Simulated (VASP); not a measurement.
# MnS (Fm-3m) in VASP: a series of runs

MnS is run at these levels: LDA, PBEsol; tasks: single point.

Everything below comes from runs of VASP 6.6.1. Logs are shortened: lines on timing, memory, paths and dates and some standing lists are left out, and cuts for length are marked.

### Step 1. The cell of the first run

It takes space group Fm-3m (No. 225, cubic). The conventional cell has a = 4.805 Å, b = 4.805 Å, c = 4.805 Å, α = 90.00°, β = 90.00°, γ = 90.00°. Mn (site symmetry m-3m) has 6 S at 2.40 Å within 3.2 Å. Within 3.2 Å of S (site symmetry m-3m) lie 6 Mn at 2.40 Å.

### Step 2. Single point, LDA, collinear spin, ferromagnetic start

File INCAR:

```
PREC = Accurate ; ENCUT = 520
EDIFF = 1E-6 ; ISMEAR = -1
SIGMA = 0.05 ; LREAL = F
LASPH = T ; NELM = 150
ALGO = Normal ; ISIF = 2
LWAVE = F ; LCHARG = F
ISPIN = 2 ; MAGMOM = 4 0
LORBIT = 11 ; LMAXMIX = 4
NBANDS = 20
```

File KPOINTS:

```
Automatic mesh
0
Gamma
  9 9 9
```

File POSCAR:

```
MnS
1.0
    0.0000000000      2.4024686735      2.4024686735
    2.4024686735      0.0000000000      2.4024686735
    2.4024686735      2.4024686735      0.0000000000
Mn S
1 1
Direct
    0.0000000000      0.0000000000      0.0000000000
    0.5000000000      0.5000000000      0.5000000000
```

Potentials or basis: VASP PAW LDA potentials, release 64 (Mn_pv, S).

The run is started by

```
$ cat potpaw_LDA.64/Mn_pv/POTCAR potpaw_LDA.64/S/POTCAR > POTCAR
$ mpirun -np 1 vasp_std > vasp.out
```

OUTCAR:

```text
PREC = Accurate
   ENCUT = 520
   EDIFF = 1E-6
   ISMEAR = -1
   LREAL = F
   LASPH = T
   NELM = 150
   ISIF = 2
   ISPIN = 2
   LORBIT = 11

 ion  position               nearest neighbor table
   1  0.000  0.000  0.000-   2 2.40   2 2.40   2 2.40   2 2.40   2 2.40   2 2.40
   2  0.500  0.500  0.500-   1 2.40   1 2.40   1 2.40   1 2.40   1 2.40   1 2.40

  LATTYP: Found a face centered cubic cell.
 ALAT       =     4.8049373470

  Lattice vectors:

 A1 = (   0.0000000000,   2.4024686735,   2.4024686735)
 A2 = (   2.4024686735,   0.0000000000,   2.4024686735)
 A3 = (   2.4024686735,   2.4024686735,   0.0000000000)

Analysis of symmetry for initial positions (statically):
=====================================================================
 Subroutine PRICEL returns:
 Original cell was already a primitive cell.

 Routine SETGRP: Setting up the symmetry group for a
 face centered cubic supercell.

 Subroutine GETGRP returns: Found 48 space group operations
 (whereof 48 operations were pure point group operations)
 out of a pool of 48 trial point group operations.

The static configuration has the point symmetry O_h .

Analysis of symmetry for dynamics (positions and initial velocities):
=====================================================================
 Subroutine PRICEL returns:
 Original cell was already a primitive cell.

 Routine SETGRP: Setting up the symmetry group for a
 face centered cubic supercell.

 Subroutine GETGRP returns: Found 48 space group operations
 (whereof 48 operations were pure point group operations)
 out of a pool of 48 trial point group operations.

The dynamic configuration has the point symmetry O_h .

Analysis of structural, dynamic, and magnetic symmetry:
=====================================================================
 Subroutine PRICEL returns:
 Original cell was already a primitive cell.

 Routine SETGRP: Setting up the symmetry group for a
 face centered cubic supercell.

 Subroutine GETGRP returns: Found 48 space group operations
 (whereof 48 operations were pure point group operations)
 out of a pool of 48 trial point group operations.

The overall configuration has the point symmetry O_h .

 Subroutine INISYM returns: Found 48 space group operations
 (whereof 48 operations are pure point group operations),
 and found     1 'primitive' translations

----------------------------------------------------------------------------------------

                                     Primitive cell

  volume of cell :      27.7334

  direct lattice vectors                    reciprocal lattice vectors
     0.000000000  2.402468674  2.402468674    -0.208119259  0.208119259  0.208119259
     2.402468674  0.000000000  2.402468674     0.208119259 -0.208119259  0.208119259
     2.402468674  2.402468674  0.000000000     0.208119259  0.208119259 -0.208119259

  length of vectors
     3.397603781  3.397603781  3.397603781     0.360473131  0.360473131  0.360473131

  position of ions in fractional coordinates (direct lattice)
     0.000000000  0.000000000  0.000000000
     0.500000000  0.500000000  0.500000000

  ion indices of the primitive-cell ions
   primitive index   ion index
                 1           1
                 2           2

----------------------------------------------------------------------------------------

 KPOINTS: Automatic mesh

Automatic generation of k-mesh.
 Grid dimensions read from file:
 generate k-points for:    9    9    9

 Generating k-lattice:

  Cartesian coordinates                     Fractional coordinates (reciprocal lattice)
    -0.023124362  0.023124362  0.023124362     0.111111111  0.000000000  0.000000000
     0.023124362 -0.023124362  0.023124362     0.000000000  0.111111111  0.000000000
     0.023124362  0.023124362 -0.023124362     0.000000000  0.000000000  0.111111111

  Length of vectors
     0.040052570  0.040052570  0.040052570

  Shift w.r.t. Gamma in fractional coordinates (k-lattice)
     0.000000000  0.000000000  0.000000000

 Subroutine IBZKPT returns following result:
 ===========================================

 Found     35 irreducible k-points:

 Following reciprocal coordinates:
            Coordinates               Weight
  0.000000  0.000000  0.000000      1.000000
  0.111111  0.000000  0.000000      8.000000
  0.222222  0.000000  0.000000      8.000000
  0.333333  0.000000  0.000000      8.000000
  0.444444  0.000000  0.000000      8.000000
  0.111111  0.111111  0.000000      6.000000
[... 16 lines left out ...]
 -0.333333  0.333333  0.000000     12.000000
  0.444444  0.444444  0.000000      6.000000
 [... further k-points ...]
   k-points           NKPTS =     35   k-points in BZ     NKDIM =     35   number of bands    NBANDS=     20
   number of dos      NEDOS =    301   number of ions     NIONS =      2
   total plane-waves  NPLWV =  21952
   dimension x,y,z NGX =    28 NGY =   28 NGZ =   28
   dimension x,y,z NGXF=    56 NGYF=   56 NGZF=   56
   ions per type =               1   1
   NGX,Y,Z   is equivalent  to a cutoff of  13.70, 13.70, 13.70 a.u.
   NGXF,Y,Z  is equivalent  to a cutoff of  27.40, 27.40, 27.40 a.u.
 SYSTEM =  unknown system
   PREC   = accura    normal or accurate (medium, high low for compatibility)
   ISTART =      0    job   : 0-new  1-cont  2-samecut
   ICHARG =      2    charge: 1-file 2-atom 10-const
   ISPIN  =      2    spin polarized calculation?
   LNONCOLLINEAR =      F non collinear calculations
   LSORBIT =      F    spin-orbit coupling
   LASPH  =      T    aspherical Exc in radial PAW
   ENCUT  =  520.0 eV  38.22 Ry    6.18 a.u.   6.32  6.32  6.32*2*pi/ulx,y,z
   NELM   =    150;   NELMIN=  2; NELMDL= -5     # of ELM steps
   EDIFF  = 0.1E-05   stopping-criterion for ELM
   LREAL  =      F    real-space projection
   EDIFFG = 0.1E-04   stopping-criterion for IOM
   NSW    =      0    number of steps for IOM
   IBRION =     -1    ionic relax: 0-MD 1-quasi-New 2-CG
   NFREE  =      0    steps in history (QN), initial steepest desc. (CG)
   ISIF   =      2    stress and relaxation
   ISYM   =      2    0-nonsym 1-usesym 2-fastsym
   POTIM  = 0.5000    time-step for ionic-motion
   TEBEG  =    0.0;   TEEND  =   0.0 temperature during run
   PSTRESS=    0.0 pullay stress
   NELECT =      19.0000    total number of electrons
   NUPDOWN=      -1.0000    fix difference up-down
   EMIN   =  10.00;   EMAX   =-10.00  energy-range for DOS
   EFERMI =   0.00;   METHOD = LEGACY
   ISMEAR =    -1;   SIGMA  =   0.05  broadening in eV -4-tet -1-fermi 0-gaus
   EFERMI_NEDOS =   21; number of points for ismear=-14 and -15
   IALGO  =     38    algorithm
   IMIX   =      4    mixing-type and parameters
     AMIX     =   0.40;   BMIX     =  1.00
     AMIX_MAG =   1.60;   BMIX_MAG =  1.00
  volume/ion in A,a.u.               =      13.87        93.58
  Fermi-wavevector in a.u.,A,eV,Ry     =   1.443195  2.727243 28.338369  2.082811
  Thomas-Fermi vector in A             =   2.561630
   LORBIT       =     11    0 simple, 1 ext, 2 COOP (PROOUT), +10 PAW based schemes
   GGA     = CA    functional components
   LHFCALC =     F    Hartree Fock is set to
   AEXX    =    0.0000 exact exchange contribution
   IVDW    =     0    specifies the selected vdW correction
   LEPSILON=     F    determine dielectric tensor
   LRPA    =     F    only Hartree local field effects (RPA)
 spin polarized calculation
  energy-cutoff  :      520.00
  volume of cell :       27.73
 maximum number of plane-waves:       759
 NGX is ok and might be reduce to    28
   NGX = 13   NGY = 13   NGZ = 13

 number of electron      19.0000010 magnetization       3.5519602

 Free energy of the ion-electron system (eV)
  ---------------------------------------------------
  ext. energy  EPLUGINS =         0.00000000
  ---------------------------------------------------
  free energy    TOTEN  =       -15.37679694 eV

  energy without entropy =      -15.36501113  energy(sigma->0) =      -15.37090403

 E-fermi :   9.2031     XC(G=0): -12.2046

 val. band max:        9.1124713013   @ k =  -0.2222   0.1111   0.0000
 cond. band min:       9.2098133748   @ k =  -0.1111   0.1111   0.0000
 fundamental gap:      0.0973420735
 Fermi energy:         9.2030826914

 spin component 1

 k-point     1 :       0.0000    0.0000    0.0000
  band No.  band energies     occupation
      1     -40.2163      1.00000
      2     -40.2163      1.00000
      3     -40.2163      1.00000
      4      -6.9587      1.00000
      5       6.1525      1.00000
      6       6.1525      1.00000
[... 12 lines left out ...]
     19      22.5933      0.00000
     20      24.1952      0.00000

 k-point     2 :       0.1111    0.0000    0.0000
  band No.  band energies     occupation
      1     -40.2197      1.00000
      2     -40.2168      1.00000
      3     -40.2168      1.00000
      4      -6.7825      1.00000
      5       5.4219      1.00000
      6       5.5527      1.00000
[... 498 lines left out ...]
 k-point    24 :       0.4444    0.4444    0.0000
  band No.  band energies     occupation
      1     -40.2420      1.00000
      2     -40.2270      1.00000
      3     -40.2270      1.00000
      4      -4.8687      1.00000
      5       1.9957      1.00000
      6       5.1412      1.00000
[... 12 lines left out ...]
     19      25.7865      0.00000
     20      25.7865      0.00000

 [... further k-points ...]

 spin component 2

 k-point     1 :       0.0000    0.0000    0.0000
  band No.  band energies     occupation
      1     -37.0297      1.00000
      2     -37.0297      1.00000
      3     -37.0297      1.00000
      4      -6.6810      1.00000
      5       7.4750      1.00000
      6       7.4750      1.00000
[... 12 lines left out ...]
     19      23.5700      0.00000
     20      25.2133      0.00000

 k-point     2 :       0.1111    0.0000    0.0000
  band No.  band energies     occupation
      1     -37.0340      1.00000
      2     -37.0303      1.00000
      3     -37.0303      1.00000
      4      -6.5074      1.00000
      5       6.2661      1.00000
      6       6.7315      1.00000
[... 498 lines left out ...]
 k-point    24 :       0.4444    0.4444    0.0000
  band No.  band energies     occupation
      1     -37.0614      1.00000
      2     -37.0428      1.00000
      3     -37.0428      1.00000
      4      -4.5975      1.00000
      5       2.3684      1.00000
      6       5.4646      1.00000
[... 12 lines left out ...]
     19      26.2353      0.00000
     20      26.2353      0.00000

 [... further k-points ...]
[... 5 lines left out ...]
  --------------------------------------------------------------------------------------
  -------------------------------------------------------------------------------------
  Total       -0.1761005     -0.1761005     -0.1761005      0.0000000      0.0000000      0.0000000
  in kB      -10.1734435    -10.1734435    -10.1734435      0.0000000      0.0000000      0.0000000
  external PRESSURE =     -10.1734435 kB  Pullay stress =       0.0000000 kB

 VOLUME and BASIS-vectors are now :
 -----------------------------------------------------------------------------
  energy-cutoff  :      520.00
  volume of cell :       27.73
      direct lattice vectors                 reciprocal lattice vectors
     0.000000000  2.402468674  2.402468674    -0.208119259  0.208119259  0.208119259
     2.402468674  0.000000000  2.402468674     0.208119259 -0.208119259  0.208119259
     2.402468674  2.402468674  0.000000000     0.208119259  0.208119259 -0.208119259

 POSITION                                       TOTAL-FORCE (eV/Angst)
 -----------------------------------------------------------------------------------
      0.00000      0.00000      0.00000         0.000000      0.000000     -0.000000
      2.40247      2.40247      2.40247         0.000000      0.000000      0.000000
 -----------------------------------------------------------------------------------
    total drift:                               -0.000000      0.000000      0.000000

  FREE ENERGIE OF THE ION-ELECTRON SYSTEM (eV)
  ---------------------------------------------------
  free  energy   TOTEN  =       -15.3767969413 eV

  energy  without entropy=      -15.3650111253  energy(sigma->0) =      -15.37090403

 total charge

# of ion       s       p       d       tot
------------------------------------------
    1        0.271   6.244   5.141  11.657
    2        1.324   2.411   0.000   3.735
--------------------------------------------------
tot          1.595   8.655   5.141  15.392

 magnetization (x)

# of ion       s       p       d       tot
------------------------------------------
    1        0.050   0.035   3.199   3.285
    2        0.021   0.035   0.000   0.056
--------------------------------------------------
tot          0.071   0.070   3.199   3.340
```

It took 34 s on 1 thread of Intel Xeon Platinum 8259CL at 2.50GHz (Skylake/Cascade Lake), shared host; peak memory 0.16 GiB.

Results:

* Free energy: -15.3768 eV
* Pressure: -1.0 GPa
* Net moment: 3.55 μB per cell
* Site moments: Mn +3.29; S +0.06 μB
* Valence electrons inside the program's atomic spheres: Mn 11.66; S 3.73

Caveat: a cell with one magnetic atom can't hold antiferromagnetic order, which such compounds often take; semilocal functionals often make such compounds metallic where correlation or magnetic order opens a gap, which also shifts bond lengths. With open d or f shells a metallic result of LDA can be an artefact of self-interaction; +U or a hybrid may open a gap.

[end of part 1 of 2]
